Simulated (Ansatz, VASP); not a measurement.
## Two plane-wave programs on Rb2Ir

```
Rb Ir
1.0
     0.00000    4.58409    4.58409
     4.58409    0.00000    4.58409
     4.58409    4.58409    0.00000
Rb Ir
4 2
Direct
  0.62500 0.62500 0.62500
  0.12500 0.62500 0.62500
  0.62500 0.62500 0.12500
  0.62500 0.12500 0.62500
  0.00000 0.00000 0.00000
  0.25000 0.25000 0.25000
```

Alike in both runs: task relaxation of cell and atoms; functional PBE; k mesh 8 × 8 × 8; occupations gaussian, width 0.1 eV; no spin polarisation.

```csv
,VASP,Ansatz
version,VASP 6.6.1,Ansatz 0.2.0
potentials or method,"VASP PAW PBE potentials, release 64 (Rb_sv, Ir), cutoff 600 eV","scalar-relativistic, plane waves, PAW"
valence electrons in the cell,54,70
```

|  | VASP | Ansatz | Ansatz less VASP |
| --- | --- | --- | --- |
| gap on the k mesh at the Fermi level, each at its own relaxed structure (eV) | none | none | - |
| relaxed volume (Å³/atom) | 32.57 | 32.40 | -0.168 |
| relaxed cell length with the largest relative difference (Å) | 6.513 | 6.502 | -0.0112 |

A gap of «none» marks a metal or a gap that the smearing closes. VASP's potentials hold 54 valence electrons a cell and Ansatz's 70, so a difference there can come from the potentials and not from the codes.

Spin-orbit coupling is off throughout.
